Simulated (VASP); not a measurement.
# GaP (F-43m) in VASP: further runs

GaP is run at these levels: HSE06, PBE0; tasks: single point.

All numbers are computed with VASP 6.6.1; they aren't measurements. Logs are shortened: lines on timing, memory, paths and dates and some standing lists are left out, and cuts for length are marked.

**What was measured.**

From “Stacking defects in GaP nanowires: Electronic structure and optical properties”, 2018, arxiv:1810.01194, for a bulk crystal of GaP at 10 K: band gap 2.34 eV (indirect).

The results are compared with them further down.

### Step 1. The cell of the first run

Symmetry: F-43m, No. 216, cubic system. The conventional cell has a = 5.451 Å, b = 5.451 Å, c = 5.451 Å, α = 90.00°, β = 90.00°, γ = 90.00°. Ga (site symmetry -43m) has 4 P at 2.36 Å within 3.1 Å. Within 3.1 Å of P (site symmetry -43m) lie 4 Ga at 2.36 Å.

### Step 2. Single point, HSE06, non-collinear spin, zero start, spin-orbit coupling

POSCAR

```
GaP
1.0
    0.0000000000      2.7254101929      2.7254101929
    2.7254101929      0.0000000000      2.7254101929
    2.7254101929      2.7254101929      0.0000000000
Ga P
1 1
Direct
    0.0000000000      0.0000000000      0.0000000000
    0.2500000000      0.2500000000      0.2500000000
```

INCAR.step1

```
SYSTEM = GaP
PREC = Accurate ; ENCUT = 520
EDIFF = 1E-5 ; ISMEAR = 0
SIGMA = 0.01 ; LREAL = .False.
LASPH = .True. ; NELM = 150
ALGO = Normal ; ISIF = 2
LWAVE = .True. ; MAGMOM = 0 0 0 0 0 0
LORBIT = 11 ; LSORBIT = .True.
GGA_COMPAT = .False. ; LORBMOM = .True.
NBANDS = 30 ; GGA = PE
```

INCAR.step2

```
SYSTEM = GaP
PREC = Accurate ; ENCUT = 520
EDIFF = 1E-6 ; ISMEAR = 0
SIGMA = 0.01 ; LREAL = .False.
LASPH = .True. ; NELM = 150
ALGO = Normal ; ISIF = 2
LWAVE = .False. ; LCHARG = .True.
MAGMOM = 0 0 0 0 0 0 ; LORBIT = 11
LSORBIT = .True. ; GGA_COMPAT = .False.
LORBMOM = .True. ; GGA = PE
LHFCALC = .True. ; HFSCREEN = 0.2079
PRECFOCK = Normal ; LVHAR = .True.
NBANDS = 30 ; ISTART = 1
```

KPOINTS

```
regular mesh
0
Gamma
  4 4 4
  0 0 0
```

Potentials or basis: VASP PAW PBE potentials, release 64 (Ga_d, P).

Command:

```
cat potpaw_PBE.64/Ga_d/POTCAR potpaw_PBE.64/P/POTCAR > POTCAR
cp INCAR.step1 INCAR
mpirun -np 1 vasp_ncl > vasp.out
cp INCAR.step2 INCAR
mpirun -np 1 vasp_ncl > vasp.out
```

OUTCAR:

```text
SYSTEM = GaP
   PREC = Accurate
   ENCUT = 520
   EDIFF = 1E-6
   ISMEAR = 0
   LREAL = .False.
   LASPH = .True.
   NELM = 150
   ISIF = 2
   LORBIT = 11
   LSORBIT = .True.
   GGA = PE
   LHFCALC = .True.
   HFSCREEN = 0.2079
   PRECFOCK = Normal
   ISTART = 1

 ion  position               nearest neighbor table
   1  0.000  0.000  0.000-   2 2.36   2 2.36   2 2.36   2 2.36
   2  0.250  0.250  0.250-   1 2.36   1 2.36   1 2.36   1 2.36

  LATTYP: Found a face centered cubic cell.
 ALAT       =     5.4508203858

  Lattice vectors:

 A1 = (   0.0000000000,   2.7254101929,   2.7254101929)
 A2 = (   2.7254101929,   0.0000000000,   2.7254101929)
 A3 = (   2.7254101929,   2.7254101929,   0.0000000000)

Analysis of symmetry for initial positions (statically):
=====================================================================
 Subroutine PRICEL returns:
 Original cell was already a primitive cell.

 Routine SETGRP: Setting up the symmetry group for a
 face centered cubic supercell.

 Subroutine GETGRP returns: Found 24 space group operations
 (whereof 24 operations were pure point group operations)
 out of a pool of 48 trial point group operations.

The static configuration has the point symmetry T_d .

Analysis of symmetry for dynamics (positions and initial velocities):
=====================================================================
 Subroutine PRICEL returns:
 Original cell was already a primitive cell.

 Routine SETGRP: Setting up the symmetry group for a
 face centered cubic supercell.

 Subroutine GETGRP returns: Found 24 space group operations
 (whereof 24 operations were pure point group operations)
 out of a pool of 48 trial point group operations.

The dynamic configuration has the point symmetry T_d .

Analysis of structural, dynamic, and magnetic symmetry:
=====================================================================
 Subroutine PRICEL returns:
 Original cell was already a primitive cell.

 Routine SETGRP: Setting up the symmetry group for a
 face centered cubic supercell.

 Subroutine GETGRP returns: Found 24 space group operations
 (whereof 24 operations were pure point group operations)
 out of a pool of 48 trial point group operations.

The overall configuration has the point symmetry T_d .

 Subroutine INISYM returns: Found 24 space group operations
 (whereof 24 operations are pure point group operations),
 and found     1 'primitive' translations

----------------------------------------------------------------------------------------

                                     Primitive cell

  volume of cell :      40.4879

  direct lattice vectors                    reciprocal lattice vectors
     0.000000000  2.725410193  2.725410193    -0.183458623  0.183458623  0.183458623
     2.725410193  0.000000000  2.725410193     0.183458623 -0.183458623  0.183458623
     2.725410193  2.725410193  0.000000000     0.183458623  0.183458623 -0.183458623

  length of vectors
     3.854312058  3.854312058  3.854312058     0.317759655  0.317759655  0.317759655

  position of ions in fractional coordinates (direct lattice)
     0.000000000  0.000000000  0.000000000
     0.250000000  0.250000000  0.250000000

  ion indices of the primitive-cell ions
   primitive index   ion index
                 1           1
                 2           2

----------------------------------------------------------------------------------------

 KPOINTS: regular mesh

Automatic generation of k-mesh.
 Grid dimensions read from file:
 generate k-points for:    4    4    4

 Generating k-lattice:

  Cartesian coordinates                     Fractional coordinates (reciprocal lattice)
[... 87 lines left out ...]
 maximum number of plane-waves:      2212
 NGX is ok and might be reduce to    30
  NGX = 24; NGY = 24; NGZ = 24

 number of electron      17.9999989 magnetization      -0.0000000      0.0000000      0.0000000

 number of electron      17.9999989 magnetization       0.0000000     -0.0000000     -0.0000000

 Free energy of the ion-electron system (eV)
  ---------------------------------------------------
  ext. energy  EPLUGINS =         0.00000000
  ---------------------------------------------------
  free energy    TOTEN  =       -10.67360305 eV

  energy without entropy =      -10.67360305  energy(sigma->0) =      -10.67360305

 E-fermi :   4.3120     XC(G=0):  -8.1399

 val. band max:        4.2575815604   @ k =   0.0000   0.0000   0.0000
 cond. band min:       6.5353750568   @ k =   0.5000   0.5000   0.0000
 fundamental gap:      2.2777934964
 Fermi energy:         4.3119721137

 k-point     1 :       0.0000    0.0000    0.0000
  band No.  band energies     occupation
      1     -13.0791      1.00000
      2     -13.0791      1.00000
      3     -13.0791      1.00000
      4     -13.0791      1.00000
      5     -12.6588      1.00000
      6     -12.6588      1.00000
[... 319 lines left out ...]
     29      17.4994      0.00000
     30      17.5650      0.00000

------------------------ aborting loop because EDIFF is reached ----------------------------------------

  FORCE on cell =-STRESS in cart. coord.  units (eV):
  Direction    XX          YY          ZZ          XY          YZ          ZX
  --------------------------------------------------------------------------------------
  -------------------------------------------------------------------------------------
  Total        0.2385545      0.2385545      0.2385545     -0.0000000      0.0000000     -0.0000000
  in kB        9.4400137      9.4400137      9.4400137     -0.0000000      0.0000000     -0.0000000
  external PRESSURE =       9.4400137 kB  Pullay stress =       0.0000000 kB

 VOLUME and BASIS-vectors are now :
 -----------------------------------------------------------------------------
  energy-cutoff  :      520.00
  volume of cell :       40.49
      direct lattice vectors                 reciprocal lattice vectors
     0.000000000  2.725410193  2.725410193    -0.183458623  0.183458623  0.183458623
     2.725410193  0.000000000  2.725410193     0.183458623 -0.183458623  0.183458623
     2.725410193  2.725410193  0.000000000     0.183458623  0.183458623 -0.183458623

 POSITION                                       TOTAL-FORCE (eV/Angst)
 -----------------------------------------------------------------------------------
      0.00000      0.00000      0.00000        -0.000000     -0.000000     -0.000000
      1.36271      1.36271      1.36271         0.000000      0.000000      0.000000
 -----------------------------------------------------------------------------------
    total drift:                               -0.000000     -0.000000     -0.000001

  FREE ENERGIE OF THE ION-ELECTRON SYSTEM (eV)
  ---------------------------------------------------
  free  energy   TOTEN  =       -10.6736030516 eV

  energy  without entropy=      -10.6736030516  energy(sigma->0) =      -10.67360305

 orbital moment (x)

 # of ion     p       d       tot
 ----------------------------------------
  1         0.000   0.000   0.000
  2        -0.000   0.000  -0.000
 ----------------------------------------
            0.000   0.000   0.000

 orbital moment (y)

 # of ion     p       d       tot
 ----------------------------------------
  1        -0.000  -0.000  -0.000
  2        -0.000   0.000  -0.000
 ----------------------------------------
           -0.000  -0.000  -0.000

 orbital moment (z)

 # of ion     p       d       tot
 ----------------------------------------
  1         0.000   0.000   0.000
  2         0.000   0.000   0.000
 ----------------------------------------
            0.000   0.000   0.000

 Spin-Orbit-Coupling matrix elements

 Ion:    1  E_soc:     -0.0106487
 l=   1
     0.0000000    -0.0010079    -0.0010079
    -0.0010079     0.0000000    -0.0010079
    -0.0010079    -0.0010079     0.0000000
 l=   2
     0.0000000    -0.0001572     0.0000000    -0.0001572    -0.0006097
    -0.0001572     0.0000000    -0.0004572    -0.0001572    -0.0001524
     0.0000000    -0.0004572     0.0000000    -0.0004572     0.0000000
    -0.0001572    -0.0001572    -0.0004572     0.0000000    -0.0001524
    -0.0006097    -0.0001524     0.0000000    -0.0001524     0.0000000
 l=   3
     0.0000000     0.0000000     0.0000000     0.0000000     0.0000000     0.0000000     0.0000000
     0.0000000     0.0000000     0.0000000     0.0000000     0.0000000     0.0000000     0.0000000
     0.0000000     0.0000000     0.0000000     0.0000000     0.0000000     0.0000000     0.0000000
     0.0000000     0.0000000     0.0000000     0.0000000     0.0000000     0.0000000     0.0000000
     0.0000000     0.0000000     0.0000000     0.0000000     0.0000000     0.0000000     0.0000000
     0.0000000     0.0000000     0.0000000     0.0000000     0.0000000     0.0000000     0.0000000
     0.0000000     0.0000000     0.0000000     0.0000000     0.0000000     0.0000000     0.0000000

 Ion:    2  E_soc:     -0.0008135
 l=   1
     0.0000000    -0.0001356    -0.0001356
    -0.0001356     0.0000000    -0.0001356
    -0.0001356    -0.0001356     0.0000000
 l=   2
     0.0000000     0.0000000     0.0000000     0.0000000     0.0000000
     0.0000000     0.0000000     0.0000000     0.0000000     0.0000000
     0.0000000     0.0000000     0.0000000     0.0000000     0.0000000
     0.0000000     0.0000000     0.0000000     0.0000000     0.0000000
     0.0000000     0.0000000     0.0000000     0.0000000     0.0000000
 l=   3
     0.0000000     0.0000000     0.0000000     0.0000000     0.0000000     0.0000000     0.0000000
     0.0000000     0.0000000     0.0000000     0.0000000     0.0000000     0.0000000     0.0000000
     0.0000000     0.0000000     0.0000000     0.0000000     0.0000000     0.0000000     0.0000000
     0.0000000     0.0000000     0.0000000     0.0000000     0.0000000     0.0000000     0.0000000
     0.0000000     0.0000000     0.0000000     0.0000000     0.0000000     0.0000000     0.0000000
     0.0000000     0.0000000     0.0000000     0.0000000     0.0000000     0.0000000     0.0000000
     0.0000000     0.0000000     0.0000000     0.0000000     0.0000000     0.0000000     0.0000000

 total charge

# of ion       s       p       d       tot
------------------------------------------
    1        0.814   0.857  10.031  11.702
    2        1.003   1.566   0.000   2.570
--------------------------------------------------
tot          1.818   2.424  10.031  14.272

 magnetization (x)

# of ion       s       p       d       tot
------------------------------------------
    1        0.000   0.000  -0.000   0.000
    2        0.000  -0.000   0.000   0.000
--------------------------------------------------
tot          0.000   0.000  -0.000   0.000

 magnetization (y)

# of ion       s       p       d       tot
------------------------------------------
    1        0.000  -0.000   0.000  -0.000
    2        0.000   0.000   0.000   0.000
--------------------------------------------------
tot          0.000  -0.000   0.000  -0.000

 magnetization (z)

# of ion       s       p       d       tot
------------------------------------------
    1       -0.000   0.000   0.000   0.000
    2       -0.000  -0.000   0.000  -0.000
--------------------------------------------------
tot         -0.000  -0.000   0.000  -0.000
```

Run time: 18 min. Hardware: 1 thread of Intel Xeon 6975P-C (Granite Rapids), shared host; peak memory 0.4 GiB.

Results:

```yaml
Free_energy: -10.6736 eV
Pressure: 0.9 GPa
Net_moment: 0.00 μB per cell
Valence_electrons_inside_the_program's_atomic_spheres: Ga 11.70; P 2.57
```

Moments on the atoms (μB; x, y, z):
```
Ga  0.00 0.00 0.00
P   0.00 0.00 0.00
```

Caveat: the k points lie up to 0.50 Å⁻¹ apart; the PAW data sets were made with another functional, which shifts forces and pressure a little.

### Step 3. Single point, PBE0

POSCAR is that of step 2.

INCAR.step1

```
SYSTEM = GaP
PREC = Accurate ; ENCUT = 520
EDIFF = 1E-5 ; ISMEAR = 0
SIGMA = 0.01 ; LREAL = .FALSE.
LASPH = .TRUE. ; NELM = 60
ALGO = Normal ; ISIF = 2
LWAVE = .TRUE. ; LCHARG = .FALSE.
NBANDS = 16 ; GGA = PE
```

INCAR.step2

```
SYSTEM = GaP
PREC = Accurate ; ENCUT = 520
EDIFF = 1E-6 ; ISMEAR = 0
SIGMA = 0.01 ; LREAL = .FALSE.
LASPH = .TRUE. ; NELM = 60
ALGO = Normal ; ISIF = 2
LWAVE = .FALSE. ; LCHARG = .FALSE.
GGA = PE ; LHFCALC = .TRUE.
AEXX = 0.25 ; PRECFOCK = Normal
NBANDS = 16 ; ISTART = 1
```

KPOINTS

```
Automatic mesh
0
G
  6 6 6
  0 0 0
```

Potentials or basis: VASP PAW PBE potentials, release 64 (Ga_d, P).

Command:

```
cat potpaw_PBE.64/Ga_d/POTCAR potpaw_PBE.64/P/POTCAR > POTCAR
cp INCAR.step1 INCAR
mpirun -np 1 vasp_std > vasp.out
cp INCAR.step2 INCAR
mpirun -np 1 vasp_std > vasp.out
```

Wall time 48 min (1 thread of Intel Xeon Platinum 8259CL at 2.50GHz (Skylake/Cascade Lake), shared host); peak memory 0.19 GiB.

It converged, with:

```yaml
Free_energy: -11.6841 eV
Pressure: 0.3 GPa
Band_gap_on_the_k_mesh: 2.98 eV (least direct gap 3.47 eV)
```

Levels at points of the mesh, in eV from the valence-band top:
```csv
k point,band 7,band 8,band 9,band 10,band 11,band 12
"(0.00, 0.00, 0.00)",0.00,0.00,0.00,3.47,5.48,5.48
"(0.50, 0.00, 0.00)",-7.32,-1.23,-1.23,3.19,6.34,6.34
"(0.50, 0.50, 0.00)",-7.41,-2.96,-2.96,2.98,3.25,12.81
```

Caveat: the PAW data sets were made with another functional, which shifts forces and pressure a little.

### Step 4. How close it comes

Step 3. A measured gap of GaP is 2.34 eV (indirect; 10 K; quoted in “Stacking defects in GaP nanowires: Electronic structure and optical properties”, 2018, arxiv:1810.01194); the calculated 2.98 eV misses it by +0.64 eV. Spin-orbit coupling on Ga is left out. The value is that of PBE0 on a finite k mesh, which can miss the band edges, without temperature or zero-point motion.
